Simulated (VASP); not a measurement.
# Ta3Ga (P4/mmm) in VASP: single point with PBE

Aim: the single point of Ta3Ga with PBE.

Everything below comes from runs of VASP 6.6.1. Logs are shortened: lines on timing, memory, paths and dates and some standing lists are left out, and cuts for length are marked.

## 1. The cell of the first run

The structure is tetragonal, space group P4/mmm (No. 123). The conventional cell has a = 4.426 Å, b = 4.426 Å, c = 3.552 Å, α = 90.00°, β = 90.00°, γ = 90.00°. Within 3.7 Å of Ta (site symmetry mmm) lie 10 Ta at 2.84 to 3.55 Å and 4 Ga at 2.84 Å. Ta (site symmetry 4/mmm) has 10 Ta at 2.84 to 3.55 Å and 4 Ga at 3.13 Å within 3.7 Å. Within 3.7 Å of Ga (site symmetry 4/mmm) lie 12 Ta at 2.84 to 3.13 Å and 2 Ga at 3.55 Å.

## 2. Single point, PBE

File INCAR:

```
PREC = Accurate
ENCUT = 520
EDIFF = 1E-6
ISMEAR = 0
SIGMA = 0.1
LREAL = F
LASPH = T
NELM = 60
ALGO = Fast
ISIF = 2
LWAVE = F
LCHARG = F
GGA = PE
NBANDS = 31
```

File KPOINTS:

```
regular mesh
0
Gamma
  10 10 14
```

File POSCAR:

```
Ta3Ga
1.0
    4.4261506016      0.0000000000      0.0000000000
    0.0000000000      4.4261506016      0.0000000000
    0.0000000000      0.0000000000      3.5516923263
Ta Ga
3 1
Direct
    0.0000000000      0.5000000000      0.5000000000
    0.0000000000      0.0000000000      0.0000000000
    0.5000000000      0.0000000000      0.5000000000
    0.5000000000      0.5000000000      0.0000000000
```

Potentials or basis: VASP PAW PBE potentials, release 64 (Ta_pv, Ga_d).

Run with:

```
cat potpaw_PBE.64/Ta_pv/POTCAR potpaw_PBE.64/Ga_d/POTCAR > POTCAR
mpirun -np 1 vasp_std > vasp.out
```

OUTCAR:

```text
PREC = Accurate
   ENCUT = 520
   EDIFF = 1E-6
   ISMEAR = 0
   LREAL = F
   LASPH = T
   NELM = 60
   ISIF = 2
   GGA = PE

 ion  position               nearest neighbor table
   1  0.000  0.500  0.500-   2 2.84   4 2.84   2 2.84   4 2.84   2 2.84   2 2.84   4 2.84   4 2.84
                             3 3.13   3 3.13   3 3.13   3 3.13
   2  0.000  0.000  0.000-   1 2.84   3 2.84   1 2.84   3 2.84   1 2.84   1 2.84   3 2.84   3 2.84
                             4 3.13   4 3.13   4 3.13   4 3.13
   3  0.500  0.000  0.500-   2 2.84   4 2.84   2 2.84   4 2.84   4 2.84   4 2.84   2 2.84   2 2.84
                             1 3.13   1 3.13   1 3.13   1 3.13
   4  0.500  0.500  0.000-   1 2.84   3 2.84   1 2.84   3 2.84   3 2.84   3 2.84   1 2.84   1 2.84
                             2 3.13   2 3.13   2 3.13   2 3.13

  LATTYP: Found a simple tetragonal cell.
 ALAT       =     4.4261506016
 C/A-ratio  =     0.8024336824

  Lattice vectors:

 A1 = (   4.4261506016,   0.0000000000,   0.0000000000)
 A2 = (   0.0000000000,   4.4261506016,   0.0000000000)
 A3 = (   0.0000000000,   0.0000000000,   3.5516923263)

Analysis of symmetry for initial positions (statically):
=====================================================================
 Subroutine PRICEL returns:
 Original cell was already a primitive cell.

 Routine SETGRP: Setting up the symmetry group for a
 simple tetragonal supercell.

 Subroutine GETGRP returns: Found 16 space group operations
 (whereof 16 operations were pure point group operations)
 out of a pool of 16 trial point group operations.

The static configuration has the point symmetry D_4h.

Analysis of symmetry for dynamics (positions and initial velocities):
=====================================================================
 Subroutine PRICEL returns:
 Original cell was already a primitive cell.

 Routine SETGRP: Setting up the symmetry group for a
 simple tetragonal supercell.

 Subroutine GETGRP returns: Found 16 space group operations
 (whereof 16 operations were pure point group operations)
 out of a pool of 16 trial point group operations.

The dynamic configuration has the point symmetry D_4h.

 Subroutine INISYM returns: Found 16 space group operations
 (whereof 16 operations are pure point group operations),
 and found     1 'primitive' translations

----------------------------------------------------------------------------------------

                                     Primitive cell

  volume of cell :      69.5805

  direct lattice vectors                    reciprocal lattice vectors
     4.426150602  0.000000000  0.000000000     0.225929954  0.000000000  0.000000000
     0.000000000  4.426150602  0.000000000     0.000000000  0.225929954  0.000000000
     0.000000000  0.000000000  3.551692326     0.000000000  0.000000000  0.281555920

  length of vectors
     4.426150602  4.426150602  3.551692326     0.225929954  0.225929954  0.281555920

  position of ions in fractional coordinates (direct lattice)
     0.000000000  0.500000000  0.500000000
     0.000000000  0.000000000  0.000000000
     0.500000000  0.000000000  0.500000000
     0.500000000  0.500000000  0.000000000

  ion indices of the primitive-cell ions
   primitive index   ion index
                 1           1
                 2           2
                 3           3
                 4           4

----------------------------------------------------------------------------------------

 KPOINTS: regular mesh

Automatic generation of k-mesh.
 Grid dimensions read from file:
 generate k-points for:   10   10   14

 Generating k-lattice:

  Cartesian coordinates                     Fractional coordinates (reciprocal lattice)
     0.022592995  0.000000000  0.000000000     0.100000000  0.000000000  0.000000000
     0.000000000  0.022592995  0.000000000     0.000000000  0.100000000  0.000000000
     0.000000000  0.000000000  0.020111137     0.000000000  0.000000000  0.071428571

  Length of vectors
     0.022592995  0.022592995  0.020111137

  Shift w.r.t. Gamma in fractional coordinates (k-lattice)
     0.000000000  0.000000000  0.000000000

 Subroutine IBZKPT returns following result:
 ===========================================

 Found    168 irreducible k-points:

 Following reciprocal coordinates:
            Coordinates               Weight
  0.000000  0.000000  0.000000      1.000000
  0.100000  0.000000  0.000000      4.000000
  0.200000  0.000000  0.000000      4.000000
  0.300000  0.000000  0.000000      4.000000
  0.400000  0.000000  0.000000      4.000000
  0.500000  0.000000  0.000000      2.000000
[... 16 lines left out ...]
  0.100000  0.000000  0.071429      8.000000
  0.200000  0.000000  0.071429      8.000000
 [... further k-points ...]
   k-points           NKPTS =    168   k-points in BZ     NKDIM =    168   number of bands    NBANDS=     31
   number of dos      NEDOS =    301   number of ions     NIONS =      4
   total plane-waves  NPLWV =  36288
   dimension x,y,z NGX =    36 NGY =   36 NGZ =   28
   dimension x,y,z NGXF=    72 NGYF=   72 NGZF=   56
   ions per type =               3   1
   NGX,Y,Z   is equivalent  to a cutoff of  13.52, 13.52, 13.11 a.u.
   NGXF,Y,Z  is equivalent  to a cutoff of  27.04, 27.04, 26.21 a.u.
 SYSTEM =  unknown system
   PREC   = accura    normal or accurate (medium, high low for compatibility)
   ISTART =      0    job   : 0-new  1-cont  2-samecut
   ICHARG =      2    charge: 1-file 2-atom 10-const
   ISPIN  =      1    spin polarized calculation?
   LNONCOLLINEAR =      F non collinear calculations
   LSORBIT =      F    spin-orbit coupling
   LASPH  =      T    aspherical Exc in radial PAW
   ENCUT  =  520.0 eV  38.22 Ry    6.18 a.u.   8.23  8.23  6.60*2*pi/ulx,y,z
   NELM   =     60;   NELMIN=  2; NELMDL= -5     # of ELM steps
   EDIFF  = 0.1E-05   stopping-criterion for ELM
   LREAL  =      F    real-space projection
   EDIFFG = 0.1E-04   stopping-criterion for IOM
   NSW    =      0    number of steps for IOM
   IBRION =     -1    ionic relax: 0-MD 1-quasi-New 2-CG
   NFREE  =      0    steps in history (QN), initial steepest desc. (CG)
   ISIF   =      2    stress and relaxation
   ISYM   =      2    0-nonsym 1-usesym 2-fastsym
   POTIM  = 0.5000    time-step for ionic-motion
   TEBEG  =    0.0;   TEEND  =   0.0 temperature during run
   PSTRESS=    0.0 pullay stress
   NELECT =      46.0000    total number of electrons
   NUPDOWN=      -1.0000    fix difference up-down
   EMIN   =  10.00;   EMAX   =-10.00  energy-range for DOS
   EFERMI =   0.00;   METHOD = LEGACY
   ISMEAR =     0;   SIGMA  =   0.10  broadening in eV -4-tet -1-fermi 0-gaus
   EFERMI_NEDOS =   21; number of points for ismear=-14 and -15
   IALGO  =     68    algorithm
   IMIX   =      4    mixing-type and parameters
     AMIX     =   0.40;   BMIX     =  1.00
     AMIX_MAG =   1.60;   BMIX_MAG =  1.00
  volume/ion in A,a.u.               =      17.40       117.39
  Fermi-wavevector in a.u.,A,eV,Ry     =   1.426149  2.695031 27.672899  2.033901
  Thomas-Fermi vector in A             =   2.546457
   LORBIT       =      0    0 simple, 1 ext, 2 COOP (PROOUT), +10 PAW based schemes
   GGA     = PE    functional components
   LHFCALC =     F    Hartree Fock is set to
   AEXX    =    0.0000 exact exchange contribution
   IVDW    =     0    specifies the selected vdW correction
   LEPSILON=     F    determine dielectric tensor
   LRPA    =     F    only Hartree local field effects (RPA)
 non-spin polarized calculation
 RMM-DIIS sequential band-by-band and
 Gauss-broadening in eV      SIGMA  =   0.10
  energy-cutoff  :      520.00
  volume of cell :       69.58
 maximum number of plane-waves:      1921
 NGX is ok and might be reduce to    36
   NGX = 17   NGY = 17   NGZ = 13

 number of electron      45.9999997 magnetization

 Free energy of the ion-electron system (eV)
  ---------------------------------------------------
  ext. energy  EPLUGINS =         0.00000000
  ---------------------------------------------------
  free energy    TOTEN  =       -38.81020416 eV

  energy without entropy =      -38.80119613  energy(sigma->0) =      -38.80570015

 E-fermi :   6.1513     XC(G=0): -12.4899

 val. band max:        6.1446176577   @ k =   0.4000   0.3000   0.4286
 cond. band min:       6.1641889012   @ k =   0.4000   0.1000   0.2143
 fundamental gap:      0.0195712434
 Fermi energy:         6.1513270202

 k-point     1 :       0.0000    0.0000    0.0000
  band No.  band energies     occupation
      1     -28.4330      2.00000
      2     -28.4330      2.00000
      3     -28.2815      2.00000
      4     -28.0643      2.00000
      5     -28.0643      2.00000
      6     -28.0191      2.00000
[... 23 lines left out ...]
     30      11.4742      0.00000
     31      11.5539      0.00000

 k-point     2 :       0.1000    0.0000    0.0000
  band No.  band energies     occupation
      1     -28.4246      2.00000
      2     -28.4159      2.00000
      3     -28.2731      2.00000
      4     -28.0732      2.00000
      5     -28.0623      2.00000
      6     -28.0210      2.00000
[... 23 lines left out ...]
     30      11.2914      0.00000
     31      11.3422      0.00000

 k-point     3 :       0.2000    0.0000    0.0000
  band No.  band energies     occupation
      1     -28.4004      2.00000
      2     -28.3688      2.00000
      3     -28.2496      2.00000
      4     -28.0986      2.00000
      5     -28.0544      2.00000
      6     -28.0270      2.00000
[... 23 lines left out ...]
     30      10.7320      0.00000
     31      11.0914      0.00000

 k-point     4 :       0.3000    0.0000    0.0000
  band No.  band energies     occupation
      1     -28.3631      2.00000
      2     -28.3070      2.00000
      3     -28.2167      2.00000
      4     -28.1374      2.00000
      5     -28.0374      2.00000
      6     -28.0336      2.00000
[... 23 lines left out ...]
     30      10.3544      0.00000
     31      11.1318      0.00000

 k-point     5 :       0.4000    0.0000    0.0000
  band No.  band energies     occupation
      1     -28.3188      2.00000
      2     -28.2567      2.00000
      3     -28.1845      2.00000
      4     -28.1830      2.00000
      5     -28.0503      2.00000
      6     -27.9938      2.00000
[... 23 lines left out ...]
     30      10.3529      0.00000
     31      10.8194      0.00000
[... 542 lines left out ...]
     30       8.8501      0.00000
     31       9.0492      0.00000

 k-point    22 :       0.0000    0.0000    0.0714
  band No.  band energies     occupation
      1     -28.4251      2.00000
      2     -28.4251      2.00000
      3     -28.2791      2.00000
      4     -28.0610      2.00000
      5     -28.0610      2.00000
      6     -28.0240      2.00000
[... 23 lines left out ...]
     30      11.4505      0.00000
     31      11.6162      0.00000

 k-point    23 :       0.1000    0.0000    0.0714
  band No.  band energies     occupation
      1     -28.4167      2.00000
      2     -28.4107      2.00000
      3     -28.2700      2.00000
      4     -28.0698      2.00000
      5     -28.0602      2.00000
      6     -28.0241      2.00000
[... 23 lines left out ...]
     30      11.2783      0.00000
     31      11.5539      0.00000

 k-point    24 :       0.2000    0.0000    0.0714
  band No.  band energies     occupation
      1     -28.3924      2.00000
      2     -28.3707      2.00000
      3     -28.2458      2.00000
      4     -28.0952      2.00000
      5     -28.0587      2.00000
      6     -28.0227      2.00000
[... 23 lines left out ...]
     30      10.7918      0.00000
     31      11.1055      0.00000

 [... further k-points ...]

------------------------ aborting loop because EDIFF is reached ----------------------------------------

  FORCE on cell =-STRESS in cart. coord.  units (eV):
  Direction    XX          YY          ZZ          XY          YZ          ZX
  --------------------------------------------------------------------------------------
  -------------------------------------------------------------------------------------
  Total        0.0686944      0.0686944      0.0863234      0.0000000      0.0000000      0.0000000
  in kB        1.5817740      1.5817740      1.9877027      0.0000000      0.0000000      0.0000000
  external PRESSURE =       1.7170836 kB  Pullay stress =       0.0000000 kB

 VOLUME and BASIS-vectors are now :
 -----------------------------------------------------------------------------
  energy-cutoff  :      520.00
  volume of cell :       69.58
      direct lattice vectors                 reciprocal lattice vectors
     4.426150602  0.000000000  0.000000000     0.225929954  0.000000000  0.000000000
     0.000000000  4.426150602  0.000000000     0.000000000  0.225929954  0.000000000
     0.000000000  0.000000000  3.551692326     0.000000000  0.000000000  0.281555920

 POSITION                                       TOTAL-FORCE (eV/Angst)
 -----------------------------------------------------------------------------------
      0.00000      2.21308      1.77585         0.000000      0.000000      0.000000
      0.00000      0.00000      0.00000         0.000000      0.000000      0.000000
      2.21308      0.00000      1.77585         0.000000      0.000000      0.000000
      2.21308      2.21308      0.00000         0.000000      0.000000      0.000000
 -----------------------------------------------------------------------------------
    total drift:                                0.000000      0.000000      0.000000

  FREE ENERGIE OF THE ION-ELECTRON SYSTEM (eV)
  ---------------------------------------------------
  free  energy   TOTEN  =       -38.8102041603 eV

  energy  without entropy=      -38.8011961343  energy(sigma->0) =      -38.80570015
```

It took 9.1 min on 1 thread of Intel Xeon 8259CL, shared host; peak memory 0.43 GiB.

What came out:

```
Free energy            : -38.8102 eV
Pressure               : 0.2 GPa
Band gap on the k mesh : zero (bands 23 and 24 overlap by 1.09 eV)
```

Levels at points of the mesh, in eV from the Fermi level:
```csv
k point,band 20,band 21,band 22,band 23,band 24,band 25,band 26,band 27
"(0.00, 0.00, 0.00)",-1.98,-1.98,-0.36,-0.36,2.04,2.04,2.87,2.97
"(0.50, 0.00, 0.00)",-1.46,-0.98,-0.49,-0.42,0.62,1.02,1.28,1.76
"(0.50, 0.50, 0.00)",-1.28,-1.28,0.04,0.40,0.89,0.89,1.25,1.25
"(0.00, 0.00, 0.50)",-1.68,-0.47,-0.23,-0.23,0.83,1.18,1.18,2.32
"(0.50, 0.00, 0.50)",-1.95,-1.61,-1.27,-0.19,0.07,0.87,2.54,3.00
"(0.50, 0.50, 0.50)",-1.32,-1.08,-1.08,0.21,0.21,1.31,1.84,3.01
```

Caveat: spin-orbit coupling is left out, which moves the levels of the heavy elements.
